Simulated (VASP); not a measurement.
**PtS2: single point with r2SCAN**

The system is PtS2.

```
Pt S
1.0
     3.58983    0.00000    0.00000
    -1.79491    3.10888    0.00000
     0.00000    0.00000    5.10511
Pt S
1 2
Direct
  0.00000 0.00000 0.00000
  0.66667 0.33333 0.77300
  0.33333 0.66667 0.22700
```

```json
{
 "Program": "VASP 6.6.1",
 "Task": "single point",
 "Functional": "r2SCAN",
 "Potentials or basis": "VASP PAW PBE potentials, release 64 (Pt, S)",
 "Cutoff": "520 eV",
 "k mesh": "9 × 9 × 5",
 "Occupations": "fermi-dirac, width 0.05 eV",
 "Spin": "no spin polarisation"
}
```

- Pressure: 2.8 GPa
- Largest force: 0.630 eV/Å
- Band gap on the k mesh: 1.14 eV, indirect (least direct gap 1.21 eV)

Forces in eV/Å, atoms in the order of the input:
```
Pt   0.000  0.000  0.000
S    0.000  0.000 -0.630
S    0.000  0.000  0.630
```

Stress tensor (GPa, compression positive):
```
1.84 0.00 0.00
0.00 1.84 0.00
0.00 0.00 4.79
```

Levels at points of the mesh, in eV from the valence-band top:
```tsv
k point	band 8	band 9	band 10	band 11	band 12	band 13	band 14	band 15
(0.00, 0.00, 0.00)	-1.79	-1.12	-1.12	-0.05	2.54	2.54	5.30	6.07
```

Run time: 2.6 min on 1 thread of Intel(R) Xeon(R) Platinum 8375C CPU @ 2.90GHz (Ice Lake), with other jobs on the host, peak memory 0.21 GiB.

Caveat: the PAW data sets were made with another functional, which shifts forces and pressure a little; spin-orbit coupling is left out, which moves the levels of the heavy elements. r2SCAN opens gaps a little over a GGA but as a rule still falls short of measured ones.
